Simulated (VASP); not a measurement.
Write the native input for VASP 6.6.1 that does the following.

* Task: single point
* Functional: PBE
* Potentials or basis: VASP PAW PBE potentials, release 64 (Ti_sv)
* Cutoff: 520 eV
* k mesh: 10 × 10 × 6
* Occupations: fermi-dirac, width 0.05 eV
* Spin: no spin polarisation
* Dipole correction: no
* Further INCAR settings: ALGO = Normal; EDIFF = 1e-07; NBANDS = 19

The structure of Ti lies in POSCAR:

```
Ti
1.0
    2.9399866627      0.0000000000      0.0000000000
   -1.4699933314      2.5461031367      0.0000000000
    0.0000000000      0.0000000000      4.6484578732
Ti
2
Direct
    0.6666666667      0.3333333333      0.7500000000
    0.3333333333      0.6666666667      0.2500000000
```

These files were run (other wordings do the same):

INCAR

```
PREC     = Accurate       # precision mode
ENCUT    = 520            # plane-wave cutoff, eV
EDIFF    = 1E-7           # SCF threshold, eV
ISMEAR   = -1             # smearing method
SIGMA    = 0.05           # smearing width, eV
LREAL    = F              # projectors in reciprocal space
LASPH    = T              # aspherical terms in the spheres
NELM     = 100            # most SCF steps
ALGO     = Normal         # electronic algorithm
ISIF     = 2              # what is computed and relaxed
LWAVE    = F              # write WAVECAR
LCHARG   = T              # write CHGCAR
GGA      = PE             # functional
LELF     = T              # ELF
LVHAR    = T            
NBANDS   = 19             # bands
```

KPOINTS

```
regular mesh
0
Gamma
  10 10 6
```

Potentials or basis: VASP PAW PBE potentials, release 64 (Ti_sv).

Command:

```bash
$ cat potpaw_PBE.64/Ti_sv/POTCAR > POTCAR
$ mpirun -np 1 vasp_std > vasp.out
```

It gave:

```yaml
Pressure: -0.3 GPa
Band_gap_on_the_k_mesh: zero (band 12 reaches 9.09 eV, above the bottom of band 13 at 8.09 eV)
```

Wall time 28 s on 1 thread of Intel(R) Xeon(R) Platinum 8259CL CPU @ 2.50GHz (Skylake/Cascade Lake), with other jobs on the host, peak memory 0.16 GiB.
